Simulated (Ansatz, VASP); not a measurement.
# Ru2Pb: VASP beside Ansatz

```
CELL_PARAMETERS angstrom
4.42596 0.00000 0.00000
-2.21298 3.83299 0.00000
0.00000 0.00000 3.14282
ATOMIC_POSITIONS crystal
Ru 0.33333 0.66667 0.50000
Ru 0.66667 0.33333 0.50000
Pb 0.00000 0.00000 0.00000
```

Alike in both runs: task relaxation of cell and atoms; functional PBE; k mesh 12 × 12 × 14; occupations gaussian, width 0.1 eV; no spin polarisation.

|  | VASP | Ansatz |
| --- | --- | --- |
| version | VASP 6.6.1 | Ansatz 0.2.0 |
| potentials or method | VASP PAW PBE potentials, release 64 (Ru_pv, Pb_d), cutoff 600 eV | scalar-relativistic, plane waves, PAW |
| valence electrons in the cell | 42 | 46 |

```csv
,VASP,Ansatz,Ansatz less VASP
"gap on the k mesh at the Fermi level, each at its own relaxed structure (eV)",none,none,-
relaxed volume (Å³/atom),17.77,17.77,0.000
relaxed cell length with the largest relative difference (Å),3.143,3.143,0.0000
```

A gap of «none» marks a metal or a gap that the smearing closes. VASP's potentials hold 42 valence electrons a cell and Ansatz's 46, so a difference there can come from the potentials and not from the codes.

Neither program's run includes spin-orbit coupling. Noted on VASP's run: the relaxation stopped at its first step, so nothing moved.
